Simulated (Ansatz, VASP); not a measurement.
## P in VASP and in Ansatz

```xyz
1
Lattice="0.0000 1.9574 1.9574 1.9574 0.0000 1.9574 1.9574 1.9574 0.0000" Properties=species:S:1:pos:R:3 pbc="T T T"
P     0.0000    0.0000    0.0000
```

Alike in both runs: task relaxation of cell and atoms; functional PBE; k mesh 17 × 17 × 17; occupations fermi-dirac, width 0.08 eV; no spin polarisation.

```csv
,VASP,Ansatz
version,VASP 6.6.1,Ansatz 0.2.0
potentials or method,"VASP PAW PBE potentials, release 64 (P)","PAW with Ansatz's default frozen-core files, scalar-relativistic"
plane-wave cutoff (eV),600,420
valence electrons in the cell,5,5
```

|  | VASP | Ansatz | Ansatz less VASP |
| --- | --- | --- | --- |
| relaxed volume (Å³/atom) | 14.50 | 14.52 | +0.024 |
| relaxed cell length with the largest relative difference (Å) | 2.737 | 2.738 | +0.0015 |
